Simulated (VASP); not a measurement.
Input of a VASP 6.6.1 run:

Contents of INCAR:

```
SYSTEM = InSe
  PREC = Accurate
  ENCUT = 520
  EDIFF = 1E-6
  ISMEAR = 0
  SIGMA = 0.02
  LREAL = .FALSE.
  LASPH = .TRUE.
  NELM = 80
  ALGO = Normal
  ISIF = 2
  LWAVE = .FALSE.
  LCHARG = .TRUE.
  GGA = PS
  IVDW = 12
  LELF = .TRUE.
  LVHAR = .TRUE.
  NBANDS = 27
```

KPOINTS

```
regular mesh
0
G
  15 15 15
  0 0 0
```

Contents of POSCAR:

```
InSe
1.0
    1.9803436189      1.1433519214      8.0613935441
   -1.9803436189      1.1433519214      8.0613935441
    0.0000000000     -2.2867038429      8.0613935441
In Se
2 2
Direct
   -0.0011397767     -0.0011397767     -0.0011397767
    0.1125267922      0.1125267922      0.1125267922
    0.6121966941      0.6121966941      0.6121966941
    0.8324162904      0.8324162904      0.8324162904
```

Potentials or basis: VASP PAW PBE potentials, release 64 (In_d, Se).

The run is started by

```console
$ cat potpaw_PBE.64/In_d/POTCAR potpaw_PBE.64/Se/POTCAR > POTCAR
$ mpirun -np 1 vasp_std > vasp.out
```

(1) Estimate the largest force.

(2) Estimate the dispersion energy per atom.

(3) Estimate the band gap on the k mesh.

(4) Predict the pressure.

Results:

(1) 0.021 eV/Å.

(2) -0.309 eV.

(3) 0.40 eV (least direct gap 0.46 eV).

(4) 0.1 GPa.

Caveat: the PAW data sets were made with another functional, which shifts forces and pressure a little; spin-orbit coupling is left out, which moves the levels of the heavy elements.
